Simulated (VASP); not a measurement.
Here is a VASP 6.6.1 calculation.

File POSCAR:

```
Si
1.0
    5.4442106826      0.0000000000      0.0000000000
    0.0000000000     -5.4442106826      0.0000000000
    0.0000000000      0.0000000000     -5.4442106826
Si
8
Direct
    0.5000000000      1.0826566102      1.0000000000
    0.0000000000      0.5000000000      1.0000000000
    0.0000000000      1.0000000000      0.5000000000
    0.5000000000      0.5000000000      0.5000000000
    0.7500000000      0.7500000000      0.7500000000
    0.2500000000      0.2500000000      0.7500000000
    0.2500000000      0.7500000000      0.2500000000
    0.7500000000      0.2500000000      0.2500000000
```

File INCAR.step1:

```
ALGO = Normal ; EDIFF = 1E-4
ENCUT = 520 ; GGA = PE
ISMEAR = 0 ; LASPH = T
LCHARG = F ; LREAL = F
LWAVE = T ; NBANDS = 26
NELM = 80 ; PREC = Accurate
SIGMA = 0.05
```

File INCAR.step2:

```
ALGO = Normal ; EDIFF = 1E-6
ENCUT = 520 ; ISIF = 2
ISMEAR = 0 ; ISTART = 1
LASPH = T ; LCHARG = F
LMIXTAU = T ; LREAL = F
LWAVE = F ; METAGGA = R2SCAN
NBANDS = 26 ; NELM = 80
PREC = Accurate ; SIGMA = 0.05
```

File KPOINTS:

```
k-points
0
Gamma
  6 6 6
```

Potentials or basis: VASP PAW PBE potentials, release 64 (Si).

The run is started by

```sh
$ cat potpaw_PBE.64/Si/POTCAR > POTCAR
$ cp INCAR.step1 INCAR
$ mpirun -np 1 vasp_std > vasp.out
$ cp INCAR.step2 INCAR
$ mpirun -np 1 vasp_std > vasp.out
```

(1) What does it give for the pressure?

(2) Predict the largest force.

## Answers

(1) 1.7 GPa.

(2) 5.504 eV/Å.

Caveat: the cell differs from its parent crystal (atom 1 (Si) moved -0.450 Å along Cartesian [0 1 0]); the PAW data sets were made with another functional, which shifts forces and pressure a little.
